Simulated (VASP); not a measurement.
RbBH4, 6 atoms in the cell. Symmetry: F-43m, No. 216, cubic system. The conventional cell has a = 6.906 Å, b = 6.906 Å, c = 6.906 Å, α = 90.00°, β = 90.00°, γ = 90.00°. Rb (site symmetry -43m) has 12 H at 2.92 Å and 6 B at 3.45 Å within 3.8 Å. B (site symmetry -43m) has 4 H at 1.23 Å within 1.6 Å. H (site symmetry 3m) has 1 B at 1.23 Å within 1.6 Å. 

| Item | Value |
| --- | --- |
| Program | VASP 6.6.1 |
| Task | relaxation of cell and atoms |
| Functional | r2SCAN |
| Dispersion | D4 |
| Potentials or basis | VASP PAW PBE potentials, release 64 (Rb_sv, B, H) |
| Cutoff | 600 eV |
| k mesh | 4 × 4 × 4 |
| Occupations | gaussian, width 0.01 eV |
| Spin | no spin polarisation |
| Dipole correction | no |
| Further INCAR settings | ALGO = Normal; EDIFF = 1e-06; IBRION = 2; EDIFFG = -0.01; NSW = 60; ISIF = 3 |

Potentials or basis: VASP PAW PBE potentials, release 64 (Rb_sv, B, H).

The run is started by

```sh
$ cat potpaw_PBE.64/Rb_sv/POTCAR potpaw_PBE.64/B/POTCAR potpaw_PBE.64/H/POTCAR > POTCAR
$ cp INCAR.step1 INCAR
$ mpirun -np 1 vasp_std > vasp.out
$ cp INCAR.step2 INCAR
$ mpirun -np 1 vasp_std > vasp.out
```

Hardware: 1 thread of Intel(R) Xeon(R) Platinum 8488C (Sapphire Rapids), on a shared host.

Question: Estimate the wall time of this run.

Answer: It took 36 s on 1 thread of Intel(R) Xeon(R) Platinum 8488C (Sapphire Rapids) (shared host), peak memory 0.26 GiB. Counts: k points 8, ion steps 1.
